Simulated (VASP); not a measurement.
Input of a VASP 6.6.1 run:

File POSCAR:

```
B3As2N
1.0
    3.1723317745      0.0000000000      0.0000000000
   -1.5861658872      2.7473199060      0.0000000000
    0.0000000000      0.0000000000      7.6938075173
N As B
1 2 3
Direct
    0.0000000000      0.0000000000     -0.0110000701
    0.3333333333      0.6666666667      0.3204996470
    0.6666666667      0.3333333333      0.6829839771
    0.3333333333      0.6666666667      0.0549325032
    0.6666666667      0.3333333333      0.4168232182
    0.0000000000      0.0000000000      0.7857607246
```

Contents of INCAR.step1:

```
  PREC = Accurate
  ENCUT = 520
  ISMEAR = -1
  SIGMA = 0.02
  LREAL = False
  LASPH = True
  NELM = 100
  NBANDS = 21
  GGA = PE
  ALGO = Normal
  EDIFF = 1E-4
  LWAVE = True
  LCHARG = False
```

INCAR.step2

```
  PREC = Accurate
  ENCUT = 520
  EDIFF = 1E-6
  ISMEAR = -1
  SIGMA = 0.02
  LREAL = False
  LASPH = True
  NELM = 100
  ALGO = Normal
  ISIF = 2
  LWAVE = False
  LCHARG = False
  METAGGA = R2SCAN
  LMIXTAU = True
  NBANDS = 21
  ISTART = 1
```

KPOINTS

```
regular mesh
0
Gamma
  12 12 4
```

Potentials or basis: VASP PAW PBE potentials, release 64 (N, As, B).

The run is started by

```console
$ cat potpaw_PBE.64/N/POTCAR potpaw_PBE.64/As/POTCAR potpaw_PBE.64/B/POTCAR > POTCAR
$ cp INCAR.step1 INCAR
$ mpirun -np 1 vasp_std > vasp.out
$ cp INCAR.step2 INCAR
$ mpirun -np 1 vasp_std > vasp.out
```

(1) What does it give for the pressure?

(2) Predict the largest force.

(3) What does it give for the band gap on the k mesh?

Results:

(1) 0.5 GPa.

(2) 0.049 eV/Å.

(3) zero (filled and empty bands touch).

Caveat: semilocal functionals underestimate gaps, so a narrow gap can read as zero; the PAW data sets were made with another functional, which shifts forces and pressure a little.
